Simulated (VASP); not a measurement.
Wanted: the native input for a VASP 6.6.1 run.

* Task: single point
* Functional: PBE
* Dispersion: D3(BJ)
* Potentials or basis: VASP PAW PBE potentials, release 64 (C, Cl, H)
* Cutoff: 520 eV
* k mesh: 1 × 1 × 1
* Occupations: fermi-dirac, width 0.02 eV
* Spin: no spin polarisation
* Dipole correction: no
* Further INCAR settings: LREAL = Auto; ALGO = Normal; EDIFF = 1e-07; NBANDS = 82

The structure of H3CCl lies in POSCAR:

```
H3CCl
1.0
    8.9706670000      0.2248640000      0.0723090000
    0.2248640000      8.0545710000     -0.1207700000
    0.0723090000     -0.1207700000      8.8464110000
C Cl H
8 8 24
Direct
    0.3859618805      0.9030615320      0.1230616827
    0.6406154401      0.4375570785      0.4586064910
   -0.0004204499      0.8999610935      0.6583255858
    0.8657314220      0.9277942245      0.1933947603
   -0.0422942261      0.3983127702      1.0170409770
    0.5500461245      0.8699292206      0.7302495969
    0.0874147967      0.2595769233      0.3977577154
    0.3930773322      0.3708734637      0.0738228598
    0.3944351411      0.8298479005      0.3077179571
    0.4578124160      0.3741071407      0.5019297613
    0.0663726099      0.9911892930      0.8299192287
    0.9924018986      0.7746077059      0.2698370880
   -0.2284541109      0.4870962686      0.9992578804
    0.5726053456      1.0934205387      0.7699899856
    0.0883860139      0.3688706482      0.5818469664
    0.3419518034      0.5127874804     -0.0738940175
    0.2893617616      0.9862152242      0.1101895167
    0.4836689103      0.9736283293      0.1152457735
    0.3781165537      0.8012789069      0.0396012828
    0.6465390127      0.5607950284      0.5021671078
    0.7169985361      0.3498271947      0.5211156460
    0.6685633038      0.4350104318      0.3391424009
    0.0952854469      0.8487294945      0.5860581275
   -0.0844281617      0.8046045567      0.6894069254
   -0.0516791135      1.0167101023      0.5957020247
    0.9275816039      0.9969586552      0.1188538718
    0.7861753783      0.8603303951      0.1289624172
    0.8089914765      1.0007821346      0.2830489216
   -0.0469421383      0.3096137330      1.1033385618
   -0.0174083843      0.3366635573      0.9039165873
    0.0357217085      0.4877508655      1.0396332107
    0.4349990956      0.8568867313      0.7673317305
    0.5737564784      0.8357003582      0.6030060976
    0.6186846857      0.8014299236      0.8072711319
    0.1235509597      0.3413992185      0.3055925095
    0.1645577812      0.1517923846      0.3993182046
   -0.0277228408      0.2222340097      0.3888858219
    0.3245097683      0.2622820217      0.0698826703
    0.5091996181      0.3315890069      0.0480902695
    0.3809828779      0.4389895965      0.1883100709
```

One way to write it, as run:

INCAR

```
SYSTEM = H3CCl
  PREC = Accurate
  ENCUT = 520
  EDIFF = 1E-7
  ISMEAR = -1
  SIGMA = 0.02
  LREAL = Auto
  LASPH = .True.
  NELM = 100
  ALGO = Normal
  ISIF = 2
  LWAVE = .False.
  LCHARG = .False.
  GGA = PE
  IVDW = 12
  NBANDS = 82
```

KPOINTS

```
Automatic mesh
0
Gamma
  1 1 1
  0 0 0
```

Potentials or basis: VASP PAW PBE potentials, release 64 (C, Cl, H).

Run with:

```console
$ cat potpaw_PBE.64/C/POTCAR potpaw_PBE.64/Cl/POTCAR potpaw_PBE.64/H/POTCAR > POTCAR
$ mpirun -np 1 vasp_gam > vasp.out
```

Results of the run:

```yaml
Pressure: -0.5 GPa
Largest_force: 2.600 eV/Å
Band_gap_on_the_k_mesh: 5.24 eV
Dispersion_energy_per_atom: -0.049 eV
```

Caveat: the k points lie up to 0.78 Å⁻¹ apart.

Run time: 69 s on 1 thread of AMD EPYC 9R14 (Zen 4), with other jobs on the host, peak memory 0.55 GiB.
